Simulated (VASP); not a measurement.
A run of VASP 6.6.1 is set up as follows.

The input INCAR:

```
SYSTEM = HfO2
ALGO = Normal
EDIFF = 1E-6
ENCUT = 520
GGA = PE
ISIF = 2
ISMEAR = 0
LASPH = .TRUE.
LCHARG = .TRUE.
LELF = .TRUE.
LREAL = .FALSE.
LVHAR = .TRUE.
LWAVE = .FALSE.
NBANDS = 31
NELM = 100
PREC = Accurate
SIGMA = 0.05
```

Contents of KPOINTS:

```
k-points
0
G
  6 6 4
  0 0 0
```

File POSCAR:

```
HfO2
1.0
    3.5811735758      0.3376501676      0.0602101798
    0.3376501676      3.6478120717      0.0666120779
    0.0879349624      0.0972847213      4.9877155969
Hf O
2 4
Direct
    0.4598486494      0.5199770159      0.4969194964
    0.0368164418      0.0378736023      0.0141175829
   -0.0109293887      0.4781704741      0.6776853058
    0.5130386582     -0.0656275346      0.8034411521
    0.4810649270      0.0122452890      0.3164654688
    0.0201607123      0.5173611534      0.1913709941
```

Potentials or basis: VASP PAW PBE potentials, release 64 (Hf_pv, O).

Launch:

```bash
$ cat potpaw_PBE.64/Hf_pv/POTCAR potpaw_PBE.64/O/POTCAR > POTCAR
$ mpirun -np 1 vasp_std > vasp.out
```

**Question.** Estimate the largest force.

**Answer.** 2.092 eV/Å.

**Question.** Predict the pressure.

**Answer.** 16.1 GPa.

**Question.** Estimate the band gap on the k mesh.

**Answer.** 2.77 eV (least direct gap 2.84 eV).

Forces in eV/Å, atoms in the order of the input:
```
Hf   1.728 -0.605  0.419
Hf  -0.939 -0.255 -1.303
O   -0.679 -1.528  1.257
O   -0.158  1.180  1.071
O    0.225  0.051 -1.085
O   -0.176  1.158 -0.358
```

Caveat: the cell differs from its parent crystal (atoms moved at random and the cell strained at random); the stress differs along the axes, from 8 to 28 GPa; spin-orbit coupling is left out, which moves the levels of the heavy elements; forces of over 1 eV/Å act on the atoms, so gaps and moduli don't describe the material at rest. A k mesh can miss the band edges.
